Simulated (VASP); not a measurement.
Be16Se3S13:

```xyz
64
Lattice="9.7865 0.0000 0.0000 0.0000 9.7865 0.0000 0.0000 0.0000 9.7865" Properties=species:S:1:pos:R:3 pbc="T T T"
Be    0.0252    9.7768    0.0138
Be    0.0118    9.7737    4.8733
Be    9.7752    4.9144    0.0247
Be    9.7793    4.8919    4.9107
Be    4.8691    0.0070    0.0260
Be    4.9130    9.7800    4.8735
Be    4.8959    4.9374    0.0055
Be    4.8758    4.8992    4.8905
Be    2.4488    2.4606    9.7750
Be    2.4510    2.4405    4.8581
Be    2.4630    7.3582    0.0199
Be    2.4413    7.3397    4.8665
Be    7.3568    2.4255    0.0586
Be    7.3317    2.4618    4.8646
Be    7.3192    7.3016    9.7612
Be    7.3440    7.3260    4.8501
Be    2.4517    0.0573    2.4565
Be    2.4599    9.7810    7.3383
Be    2.4658    4.8958    2.4519
Be    2.4382    4.9313    7.3573
Be    7.3798    9.7718    2.4400
Be    7.3485    9.7766    7.3457
Be    7.3166    4.8679    2.4425
Be    7.3951    4.8960    7.3371
Be    9.7774    2.4678    2.4253
Be    0.0003    2.4311    7.3110
Be    9.7856    7.3272    2.4136
Be    9.7793    7.3605    7.3088
Be    4.8925    2.4521    2.4440
Be    4.8994    2.4598    7.3598
Be    4.8901    7.3499    2.4272
Be    4.8864    7.3220    7.3278
S     1.2374    1.1814    1.2271
S     1.1979    1.2242    6.1168
S     6.1132    1.2363    1.2245
S     6.1495    1.2339    6.1123
S     6.1220    6.1236    1.2115
S     6.1379    6.0772    6.1231
S     3.6247    3.6595    1.2251
S     3.6653    3.6621    6.1299
S     3.6512    8.5552    1.2424
S     3.6782    8.5557    6.0972
S     8.5745    3.6710    1.2409
S     8.5480    8.5836    1.2260
S     3.6703    1.2286    3.6678
S     3.6610    1.2215    8.5635
S     3.6612    6.0918    3.6627
S     3.6695    6.1118    8.5722
S     8.5484    1.1760    8.5814
S     8.5558    6.1367    3.6505
S     8.5531    6.1164    8.5713
S     1.2337    3.6906    3.6296
S     1.2085    8.5730    3.6884
S     1.2080    8.5299    8.5550
S     6.1073    3.6888    3.6517
S     6.1024    3.6955    8.5757
S     6.1311    8.5265    3.6535
S     6.1083    8.5599    8.5888
Se    1.2336    6.1096    1.2188
Se    1.2053    6.1237    6.1197
Se    8.5635    3.6811    6.0993
Se    8.5635    8.5701    6.0847
Se    8.5739    1.2005    3.6798
Se    1.2044    3.6813    8.5564
```

* Program: VASP 6.6.1
* Task: relaxation of volume and atoms at fixed shape
* Functional: PBEsol
* Potentials or basis: VASP PAW PBE potentials, release 64 (Be, S, Se)
* Cutoff: 500 eV
* k mesh: 1 × 1 × 1, shifted
* Occupations: fermi-dirac, width 0.05 eV
* Spin: no spin polarisation

At the start: pressure 0.5 GPa; volume 14.65 Å³/atom.

Q: Where does the relaxation end?

A: Over 10 steps the energy falls by 18.5 meV/atom and the volume is 14.66 Å³/atom (+0.1 %); space group P1 (No. 1, to 0.1 Å) before and after.

Step by step:
```
step  energy change (eV)  largest force (eV/Å)  pressure (GPa)  volume (Å³)
   1              0.0000                1.4986            0.51       937.31
   2             -0.8477                0.5341           -0.41       943.69
   3             -0.9859                0.4608           -0.84       947.58
   4             -1.1220                0.2319            0.18       936.74
   5             -1.1310                0.1912            0.55       933.07
   6             -1.1677                0.1064            0.03       938.12
   7             -1.1696                0.0969           -0.11       939.56
   8             -1.1783                0.0500           -0.04       938.78
   9             -1.1793                0.0518            0.00       938.40
  10             -1.1814                0.0272            0.02       938.25
```

Final structure:
```yaml
crystal:
  lattice:
    - [9.78979, 0.00000, 0.00000]
    - [0.00000, 9.78979, 0.00000]
    - [0.00000, 0.00000, 9.78979]
  atoms:
    - { symbol: Be, position: [0.00018, 0.99955, 0.00093] }
    - { symbol: Be, position: [0.00984, 0.99977, 0.49955] }
    - { symbol: Be, position: [0.98935, 0.50004, 0.00023] }
    - { symbol: Be, position: [0.99998, 0.49964, 0.48890] }
    - { symbol: Be, position: [0.49950, 0.00003, 0.99987] }
    - { symbol: Be, position: [0.49983, 0.99996, 0.49939] }
    - { symbol: Be, position: [0.50046, 0.49984, 0.00095] }
    - { symbol: Be, position: [0.49949, 0.49970, 0.50005] }
    - { symbol: Be, position: [0.25595, 0.24390, 0.00464] }
    - { symbol: Be, position: [0.25156, 0.24966, 0.50038] }
    - { symbol: Be, position: [0.25570, 0.75550, 0.99567] }
    - { symbol: Be, position: [0.25670, 0.75563, 0.49373] }
    - { symbol: Be, position: [0.74883, 0.24947, 0.00074] }
    - { symbol: Be, position: [0.73800, 0.24934, 0.49839] }
    - { symbol: Be, position: [0.74722, 0.75068, 0.00034] }
    - { symbol: Be, position: [0.74363, 0.74416, 0.49494] }
    - { symbol: Be, position: [0.25108, 0.00090, 0.24942] }
    - { symbol: Be, position: [0.25247, 0.99959, 0.74927] }
    - { symbol: Be, position: [0.25662, 0.49566, 0.25366] }
    - { symbol: Be, position: [0.26055, 0.49960, 0.74970] }
    - { symbol: Be, position: [0.74428, 0.99452, 0.24346] }
    - { symbol: Be, position: [0.74313, 0.00430, 0.75517] }
    - { symbol: Be, position: [0.74743, 0.49942, 0.24854] }
    - { symbol: Be, position: [0.74381, 0.50462, 0.75483] }
    - { symbol: Be, position: [0.00508, 0.25456, 0.24309] }
    - { symbol: Be, position: [0.99935, 0.23820, 0.74899] }
    - { symbol: Be, position: [0.99488, 0.75599, 0.25344] }
    - { symbol: Be, position: [0.99971, 0.75006, 0.75986] }
    - { symbol: Be, position: [0.49997, 0.24907, 0.24964] }
    - { symbol: Be, position: [0.49925, 0.25010, 0.75103] }
    - { symbol: Be, position: [0.49932, 0.74914, 0.24815] }
    - { symbol: Be, position: [0.50062, 0.75114, 0.74859] }
    - { symbol: S, position: [0.12708, 0.12372, 0.12474] }
    - { symbol: S, position: [0.12986, 0.12336, 0.62491] }
    - { symbol: S, position: [0.62334, 0.12478, 0.12392] }
    - { symbol: S, position: [0.62069, 0.12531, 0.62657] }
    - { symbol: S, position: [0.62437, 0.62531, 0.12483] }
    - { symbol: S, position: [0.62223, 0.62483, 0.62506] }
    - { symbol: S, position: [0.37808, 0.37350, 0.12593] }
    - { symbol: S, position: [0.37812, 0.37381, 0.62438] }
    - { symbol: S, position: [0.37666, 0.87699, 0.12528] }
    - { symbol: S, position: [0.37745, 0.87642, 0.62426] }
    - { symbol: S, position: [0.87187, 0.37511, 0.12507] }
    - { symbol: S, position: [0.87333, 0.87495, 0.12308] }
    - { symbol: S, position: [0.37586, 0.12522, 0.37509] }
    - { symbol: S, position: [0.37692, 0.12369, 0.87516] }
    - { symbol: S, position: [0.37835, 0.62521, 0.37462] }
    - { symbol: S, position: [0.37957, 0.62688, 0.87517] }
    - { symbol: S, position: [0.87327, 0.12324, 0.87815] }
    - { symbol: S, position: [0.87207, 0.62512, 0.37145] }
    - { symbol: S, position: [0.87051, 0.62692, 0.87780] }
    - { symbol: S, position: [0.12870, 0.37363, 0.37318] }
    - { symbol: S, position: [0.12831, 0.87687, 0.37303] }
    - { symbol: S, position: [0.12721, 0.87799, 0.87606] }
    - { symbol: S, position: [0.62150, 0.37644, 0.37335] }
    - { symbol: S, position: [0.62370, 0.37497, 0.87704] }
    - { symbol: S, position: [0.62226, 0.87361, 0.37305] }
    - { symbol: S, position: [0.62272, 0.87546, 0.87651] }
    - { symbol: Se, position: [0.12584, 0.62657, 0.12595] }
    - { symbol: Se, position: [0.12798, 0.62682, 0.62319] }
    - { symbol: Se, position: [0.87229, 0.37464, 0.62456] }
    - { symbol: Se, position: [0.87279, 0.87521, 0.62591] }
    - { symbol: Se, position: [0.87480, 0.12508, 0.37171] }
    - { symbol: Se, position: [0.12597, 0.37238, 0.87617] }
```

Caveat: the PAW data sets were made with another functional, which shifts forces and pressure a little.
